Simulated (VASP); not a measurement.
Input of a VASP 6.6.1 run:

The input POSCAR:

```
BP
1.0
    3.2039355360      0.0000000000      0.0000000000
   -1.6019677680      2.7746895663      0.0000000000
    0.0000000000      0.0000000000      8.4666271308
B P
2 2
Direct
    0.3333333333      0.6666666667      0.2500000000
    0.6666666667      0.3333333333      0.7500000000
    0.6666666667      0.3333333333      0.2500000000
    0.3333333333      0.6666666667      0.7500000000
```

File INCAR.step1:

```
ALGO = Normal
EDIFF = 1E-5
ENCUT = 520
GGA = PE
ISIF = 2
ISMEAR = 0
LASPH = T
LCHARG = F
LREAL = F
LWAVE = T
NBANDS = 16
NELM = 80
PREC = Accurate
SIGMA = 0.01
```

File INCAR.step2:

```
AEXX = 1.0
AGGAC = 0.0
ALDAC = 0.0
ALGO = Normal
EDIFF = 1E-6
ENCUT = 520
GGA = PE
ISIF = 2
ISMEAR = 0
ISTART = 1
LASPH = T
LCHARG = F
LHFCALC = T
LREAL = F
LWAVE = F
NBANDS = 16
NELM = 80
PREC = Accurate
PRECFOCK = Normal
SIGMA = 0.01
```

Contents of KPOINTS:

```
k-points
0
Gamma
  6 6 2
```

Potentials or basis: VASP PAW PBE potentials, release 64 (B, P).

Launch:

```bash
$ cat potpaw_PBE.64/B/POTCAR potpaw_PBE.64/P/POTCAR > POTCAR
$ cp INCAR.step1 INCAR
$ mpirun -np 1 vasp_std > vasp.out
$ cp INCAR.step2 INCAR
$ mpirun -np 1 vasp_std > vasp.out
```

Estimate the pressure.

2.4 GPa.

What does it give for the band gap on the k mesh?

6.38 eV, indirect (least direct gap 6.50 eV).

Stress tensor (GPa, compression positive):
```
2.84 0.00 0.00
0.00 2.84 0.00
0.00 0.00 1.52
```

Caveat: the PAW data sets were made with another functional, which shifts forces and pressure a little. A k mesh can miss the band edges.
